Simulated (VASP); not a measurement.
# Cu3Sn2 (R-3m) in VASP: notebook

The runs below take Cu3Sn2 through single point, relaxation of cell and atoms, with PBE.

All numbers are computed with VASP 6.6.1; they aren't measurements. Logs are shortened: lines on timing, memory, paths and dates and some standing lists are left out, and cuts for length are marked.

## (1) The cell of the first run

Symmetry: R-3m, No. 166, trigonal system. Conventional cell: a = 8.641 Å, b = 8.641 Å, c = 5.583 Å, α = 90.00°, β = 90.00°, γ = 120.00°. Cu (site symmetry 2/m) has 4 Sn at 2.54 to 3.42 Å and 4 Cu at 3.11 Å within 3.5 Å. Sn (site symmetry 3m) has 6 Cu at 2.54 to 3.42 Å and 2 Sn at 2.78 to 2.81 Å within 3.5 Å.

The cell was generated, and may not be a known phase.

## (2) Single point, PBE

File INCAR:

```
ALGO     = Normal         # electronic algorithm
EDIFF    = 1E-7           # SCF threshold, eV
ENCUT    = 520            # plane-wave cutoff, eV
GGA      = PE             # functional
ISIF     = 2              # what is computed and relaxed
ISMEAR   = 0              # smearing method
LASPH    = True           # aspherical terms in the spheres
LCHARG   = False          # write CHGCAR
LREAL    = False          # projectors in reciprocal space
LWAVE    = False          # write WAVECAR
NBANDS   = 38             # bands
NELM     = 60             # most SCF steps
PREC     = Accurate       # precision mode
SIGMA    = 0.1            # smearing width, eV
```

File KPOINTS:

```
k-points
0
Gamma
  3 3 3
```

File POSCAR:

```
Cu3Sn2
1.0
    4.3206044846      2.4945021623      1.8609817714
   -4.3206044846      2.4945021623      1.8609817714
    0.0000000000     -4.9890043245      1.8609817714
Cu Sn
3 2
Direct
    0.0000000000      0.5000000000      0.0000000000
    0.0000000000      0.0000000000      0.5000000000
    0.5000000000      0.0000000000      0.0000000000
    0.7487379965      0.7487379965      0.7487379965
    0.2512620035      0.2512620035      0.2512620035
```

Potentials or basis: VASP PAW PBE potentials, release 64 (Cu, Sn_d).

Launch:

```
> cat potpaw_PBE.64/Cu/POTCAR potpaw_PBE.64/Sn_d/POTCAR > POTCAR
> mpirun -np 1 vasp_std > vasp.out
```

OUTCAR:

```text
EDIFF = 1E-7
   ENCUT = 520
   GGA = PE
   ISIF = 2
   ISMEAR = 0
   LASPH = True
   LREAL = False
   NELM = 60
   PREC = Accurate

 ion  position               nearest neighbor table
   1  0.000  0.500  0.000-   4 2.54   5 2.54
   2  0.000  0.000  0.500-   4 2.54   5 2.54
   3  0.500  0.000  0.000-   4 2.54   5 2.54
   4  0.749  0.749  0.749-   1 2.54   3 2.54   2 2.54   5 2.78   5 2.81
   5  0.251  0.251  0.251-   1 2.54   3 2.54   2 2.54   4 2.78   4 2.81

  LATTYP: Found a trigonal (rhomboedric) cell.
 ALAT       =     5.3247927005
 COS(alpha) =    -0.3167811776

  Lattice vectors:

 A1 = (   4.3206044846,   2.4945021623,   1.8609817714)
 A2 = (  -4.3206044846,   2.4945021623,   1.8609817714)
 A3 = (   0.0000000000,  -4.9890043245,   1.8609817714)

Analysis of symmetry for initial positions (statically):
=====================================================================
 Subroutine PRICEL returns:
 Original cell was already a primitive cell.

 Routine SETGRP: Setting up the symmetry group for a
 trigonal (rhombohedral) supercell.

 Subroutine GETGRP returns: Found 12 space group operations
 (whereof 12 operations were pure point group operations)
 out of a pool of 12 trial point group operations.

The static configuration has the point symmetry D_3d.

Analysis of symmetry for dynamics (positions and initial velocities):
=====================================================================
 Subroutine PRICEL returns:
 Original cell was already a primitive cell.

 Routine SETGRP: Setting up the symmetry group for a
 trigonal (rhombohedral) supercell.

 Subroutine GETGRP returns: Found 12 space group operations
 (whereof 12 operations were pure point group operations)
 out of a pool of 12 trial point group operations.

The dynamic configuration has the point symmetry D_3d.

 Subroutine INISYM returns: Found 12 space group operations
 (whereof 12 operations are pure point group operations),
 and found     1 'primitive' translations

----------------------------------------------------------------------------------------

                                     Primitive cell

  volume of cell :     120.3433

  direct lattice vectors                    reciprocal lattice vectors
     4.320604485  2.494502162  1.860981771     0.115724548  0.066813599  0.179116926
    -4.320604485  2.494502162  1.860981771    -0.115724548  0.066813599  0.179116926
     0.000000000 -4.989004324  1.860981771     0.000000000 -0.133627198  0.179116926

  length of vectors
     5.324792701  5.324792701  5.324792701     0.223470582  0.223470582  0.223470582

  position of ions in fractional coordinates (direct lattice)
     0.000000000  0.500000000  1.000000000
     0.000000000  0.000000000  0.500000000
     0.500000000  0.000000000  1.000000000
     0.748737996  0.748737996  0.748737996
     0.251262004  0.251262004  0.251262004

  ion indices of the primitive-cell ions
   primitive index   ion index
                 1           1
                 2           2
                 3           3
                 4           4
                 5           5

----------------------------------------------------------------------------------------

 KPOINTS: k-points

Automatic generation of k-mesh.
 Grid dimensions read from file:
 generate k-points for:    3    3    3

 Generating k-lattice:

  Cartesian coordinates                     Fractional coordinates (reciprocal lattice)
     0.038574849  0.022271200  0.059705642     0.333333333  0.000000000  0.000000000
    -0.038574849  0.022271200  0.059705642     0.000000000  0.333333333  0.000000000
     0.000000000 -0.044542399  0.059705642    -0.000000000 -0.000000000  0.333333333

  Length of vectors
     0.074490194  0.074490194  0.074490194

  Shift w.r.t. Gamma in fractional coordinates (k-lattice)
     0.000000000  0.000000000  0.000000000

 Subroutine IBZKPT returns following result:
 ===========================================

 Found      6 irreducible k-points:

 Following reciprocal coordinates:
            Coordinates               Weight
  0.000000  0.000000  0.000000      1.000000
  0.333333 -0.000000 -0.000000      6.000000
  0.333333  0.333333 -0.000000      6.000000
 -0.333333  0.333333  0.000000      6.000000
  0.333333  0.333333  0.333333      2.000000
 -0.333333  0.333333  0.333333      6.000000
   k-points           NKPTS =      6   k-points in BZ     NKDIM =      6   number of bands    NBANDS=     38
   number of dos      NEDOS =    301   number of ions     NIONS =      5
   total plane-waves  NPLWV =  64000
   dimension x,y,z NGX =    40 NGY =   40 NGZ =   40
   dimension x,y,z NGXF=    80 NGYF=   80 NGZF=   80
   ions per type =               3   2
   NGX,Y,Z   is equivalent  to a cutoff of  12.49, 12.49, 12.49 a.u.
   NGXF,Y,Z  is equivalent  to a cutoff of  24.98, 24.98, 24.98 a.u.
 SYSTEM =  unknown system
   PREC   = accura    normal or accurate (medium, high low for compatibility)
   ISTART =      0    job   : 0-new  1-cont  2-samecut
   ICHARG =      2    charge: 1-file 2-atom 10-const
   ISPIN  =      1    spin polarized calculation?
   LNONCOLLINEAR =      F non collinear calculations
   LSORBIT =      F    spin-orbit coupling
   LASPH  =      T    aspherical Exc in radial PAW
   ENCUT  =  520.0 eV  38.22 Ry    6.18 a.u.   9.90  9.90  9.90*2*pi/ulx,y,z
   NELM   =     60;   NELMIN=  2; NELMDL= -5     # of ELM steps
   EDIFF  = 0.1E-06   stopping-criterion for ELM
   LREAL  =      F    real-space projection
   EDIFFG = 0.1E-05   stopping-criterion for IOM
   NSW    =      0    number of steps for IOM
   IBRION =     -1    ionic relax: 0-MD 1-quasi-New 2-CG
   NFREE  =      0    steps in history (QN), initial steepest desc. (CG)
   ISIF   =      2    stress and relaxation
   ISYM   =      2    0-nonsym 1-usesym 2-fastsym
   POTIM  = 0.5000    time-step for ionic-motion
   TEBEG  =    0.0;   TEEND  =   0.0 temperature during run
   PSTRESS=    0.0 pullay stress
   NELECT =      61.0000    total number of electrons
   NUPDOWN=      -1.0000    fix difference up-down
   EMIN   =  10.00;   EMAX   =-10.00  energy-range for DOS
   EFERMI =   0.00;   METHOD = LEGACY
   ISMEAR =     0;   SIGMA  =   0.10  broadening in eV -4-tet -1-fermi 0-gaus
   EFERMI_NEDOS =   21; number of points for ismear=-14 and -15
   IALGO  =     38    algorithm
   IMIX   =      4    mixing-type and parameters
     AMIX     =   0.40;   BMIX     =  1.00
     AMIX_MAG =   1.60;   BMIX_MAG =  1.00
  volume/ion in A,a.u.               =      24.07       162.42
  Fermi-wavevector in a.u.,A,eV,Ry     =   1.305302  2.466662 23.181771  1.703812
  Thomas-Fermi vector in A             =   2.436180
   LORBIT       =      0    0 simple, 1 ext, 2 COOP (PROOUT), +10 PAW based schemes
   GGA     = PE    functional components
   LHFCALC =     F    Hartree Fock is set to
   AEXX    =    0.0000 exact exchange contribution
   IVDW    =     0    specifies the selected vdW correction
   LEPSILON=     F    determine dielectric tensor
   LRPA    =     F    only Hartree local field effects (RPA)
 non-spin polarized calculation
 Gauss-broadening in eV      SIGMA  =   0.10
  energy-cutoff  :      520.00
  volume of cell :      120.34
 maximum number of plane-waves:      3254
   NGX = 19   NGY = 19   NGZ = 19

 number of electron      60.9999992 magnetization

 Free energy of the ion-electron system (eV)
  ---------------------------------------------------
  ext. energy  EPLUGINS =         0.00000000
  ---------------------------------------------------
  free energy    TOTEN  =       -15.63089513 eV

  energy without entropy =      -15.62049994  energy(sigma->0) =      -15.62569754

 E-fermi :   4.6195     XC(G=0):  -9.6359

 val. band max:        4.4276621486   @ k =   0.3333  -0.0000  -0.0000
 cond. band min:       4.6664266785   @ k =  -0.3333   0.3333   0.3333
 fundamental gap:      0.2387645300
 Fermi energy:         4.6195067008

 k-point     1 :       0.0000    0.0000    0.0000
  band No.  band energies     occupation
      1     -17.3720      2.00000
      2     -17.0247      2.00000
      3     -17.0247      2.00000
      4     -16.8240      2.00000
      5     -16.8240      2.00000
      6     -16.7793      2.00000
[... 30 lines left out ...]
     37       9.1298      0.00000
     38       9.1298      0.00000

 k-point     2 :       0.3333   -0.0000   -0.0000
  band No.  band energies     occupation
      1     -17.1922      2.00000
      2     -16.9583      2.00000
      3     -16.9580      2.00000
      4     -16.8293      2.00000
      5     -16.8283      2.00000
      6     -16.8233      2.00000
[... 30 lines left out ...]
     37       9.8203      0.00000
     38      10.1043      0.00000

 k-point     3 :       0.3333    0.3333   -0.0000
  band No.  band energies     occupation
      1     -17.1903      2.00000
      2     -16.9597      2.00000
      3     -16.9587      2.00000
      4     -16.8276      2.00000
      5     -16.8258      2.00000
      6     -16.8243      2.00000
[... 30 lines left out ...]
     37      10.5762      0.00000
     38      10.7826      0.00000

 k-point     4 :      -0.3333    0.3333    0.0000
  band No.  band energies     occupation
      1     -17.3704      2.00000
      2     -17.0263      2.00000
      3     -17.0253      2.00000
      4     -16.8216      2.00000
      5     -16.8166      2.00000
      6     -16.7847      2.00000
[... 30 lines left out ...]
     37       9.4853      0.00000
     38      10.2285      0.00000

 k-point     5 :       0.3333    0.3333    0.3333
  band No.  band energies     occupation
      1     -17.3696      2.00000
      2     -17.0263      2.00000
      3     -17.0263      2.00000
      4     -16.8168      2.00000
      5     -16.8168      2.00000
      6     -16.7846      2.00000
[... 30 lines left out ...]
     37       9.8107      0.00000
     38      10.4200      0.00000

 k-point     6 :      -0.3333    0.3333    0.3333
  band No.  band energies     occupation
      1     -17.1914      2.00000
      2     -16.9593      2.00000
      3     -16.9586      2.00000
      4     -16.8293      2.00000
      5     -16.8263      2.00000
      6     -16.8249      2.00000
[... 30 lines left out ...]
     37      11.3775      0.00000
     38      11.7059      0.00000

------------------------ aborting loop because EDIFF is reached ----------------------------------------

  FORCE on cell =-STRESS in cart. coord.  units (eV):
  Direction    XX          YY          ZZ          XY          YZ          ZX
  --------------------------------------------------------------------------------------
  -------------------------------------------------------------------------------------
  Total        0.0460093      0.0460093      0.0177079      0.0000000      0.0000000     -0.0000000
  in kB        0.6125397      0.6125397      0.2357524      0.0000000      0.0000000     -0.0000000
  external PRESSURE =       0.4869439 kB  Pullay stress =       0.0000000 kB

 VOLUME and BASIS-vectors are now :
 -----------------------------------------------------------------------------
  energy-cutoff  :      520.00
  volume of cell :      120.34
      direct lattice vectors                 reciprocal lattice vectors
     4.320604485  2.494502162  1.860981771     0.115724548  0.066813599  0.179116926
    -4.320604485  2.494502162  1.860981771    -0.115724548  0.066813599  0.179116926
     0.000000000 -4.989004324  1.860981771     0.000000000 -0.133627198  0.179116926

 POSITION                                       TOTAL-FORCE (eV/Angst)
 -----------------------------------------------------------------------------------
     -2.16030      1.24725      0.93049         0.000000     -0.000000     -0.000000
      0.00000     -2.49450      0.93049        -0.000000     -0.000000     -0.000000
      2.16030      1.24725      0.93049         0.000000     -0.000000     -0.000000
      0.00000      0.00000      4.18016         0.000000      0.000000      0.014420
      0.00000      0.00000      1.40278         0.000000     -0.000000     -0.014420
 -----------------------------------------------------------------------------------
    total drift:                               -0.000000      0.000000     -0.000000

  FREE ENERGIE OF THE ION-ELECTRON SYSTEM (eV)
  ---------------------------------------------------
  free  energy   TOTEN  =       -15.6308951310 eV

  energy  without entropy=      -15.6204999440  energy(sigma->0) =      -15.62569754
```

Wall time 32 s (1 thread of Intel Xeon Platinum 8488C (Sapphire Rapids), shared host); peak memory 0.24 GiB.

What came out:

* Free energy: -15.6309 eV
* Pressure: 0.0 GPa
* Largest force: 0.014 eV/Å
* Band gap on the k mesh: zero (an odd number of electrons rules out a gap without spin polarisation)

Forces in eV/Å, atoms in the order of the input:
```
Cu   0.000  0.000  0.000
Cu   0.000  0.000  0.000
Cu   0.000  0.000  0.000
Sn   0.000  0.000  0.014
Sn   0.000  0.000 -0.014
```

Caveat: the k points lie up to 0.47 Å⁻¹ apart, too coarse for converged energies and pressures of a metal; spin-orbit coupling is left out, which moves the levels of the heavy elements.

[end of part 1 of 3]

The gap in the log of VASP goes by the Fermi energy; the results here count the filled bands.